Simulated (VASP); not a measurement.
Here is a VASP 6.6.1 calculation.

INCAR

```
SYSTEM = SiNi2
PREC = Accurate
ENCUT = 520
EDIFF = 1E-6
ISMEAR = 0
SIGMA = 0.1
LREAL = .FALSE.
LASPH = .TRUE.
NELM = 80
ALGO = Fast
ISIF = 2
LWAVE = .FALSE.
LCHARG = .FALSE.
GGA = PS
NBANDS = 33
```

KPOINTS

```
regular mesh
0
G
  12 12 8
  0 0 0
```

File POSCAR:

```
SiNi2
1.0
    3.7611725657      0.0000000000      0.0000000000
   -1.8805862828      3.2572709899      0.0000000000
    0.0000000000      0.0000000000      4.7333738274
Si Ni
2 4
Direct
    0.3333333333      0.6666666667      0.7500000000
    0.6666666667      0.3333333333      0.2500000000
    0.0000000000      0.0000000000      0.0000000000
    0.0000000000      0.0000000000      0.5000000000
    0.3333333333      0.6666666667      0.2500000000
    0.6666666667      0.3333333333      0.7500000000
```

Potentials or basis: VASP PAW PBE potentials, release 64 (Si, Ni).

Command:

```sh
$ cat potpaw_PBE.64/Si/POTCAR potpaw_PBE.64/Ni/POTCAR > POTCAR
$ mpirun -np 1 vasp_std > vasp.out
```

**Question.** Estimate the pressure.

**Answer.** 26.9 GPa.

**Question.** Estimate the band gap on the k mesh.

**Answer.** Zero (bands 24 and 25 overlap by 3.79 eV).

Stress tensor (GPa, compression positive):
```
26.96  0.00  0.00
 0.00 26.96  0.00
 0.00  0.00 26.69
```

Caveat: the cell stands under pressure; the PAW data sets were made with another functional, which shifts forces and pressure a little. Spin polarisation is off, so any magnetic state and its effect on volume and gap are missing.
